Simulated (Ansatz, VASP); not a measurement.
# One calculation of CaPb, two programs

```
Ca Pb
1.0
     3.29914    0.00000    0.00000
     0.00000    3.56664    0.00000
     0.00000    0.00000    4.62751
Ca Pb
1 1
Direct
  0.00000 0.00000 0.00000
  0.50000 0.50000 0.50000
```

Change from the starting cell: strain -0.0750 x Voigt [1, 0, 0, 0, 0, 0], atoms carried along.

Alike in both runs: task single point; functional LDA; k mesh 14 × 14 × 10; occupations gaussian, width 0.15 eV; no spin polarisation.

```csv
,VASP,Ansatz
version,VASP 6.6.1,Ansatz 0.2.0
potentials or method,"VASP PAW LDA potentials, release 64 (Ca_sv, Pb_d), cutoff 520 eV","scalar-relativistic, plane waves, PAW"
valence electrons in the cell,24,24
```

VASP gave:

```
gap on the k mesh at the Fermi level (eV)                     : none
pressure (GPa)                                                : 0.1
traceless stress, the component that is largest in VASP (GPa) : 3.57
```

Estimate Ansatz's values.

gap on the k mesh at the Fermi level (eV): none; pressure (GPa): 0.0; traceless stress, the component that is largest in VASP (GPa): 3.58.

LDA's correlation is that of Perdew and Zunger in VASP and of Perdew and Wang (1992) in Ansatz. A gap of «none» marks a metal or a gap that the smearing closes.

Spin-orbit coupling is off throughout.
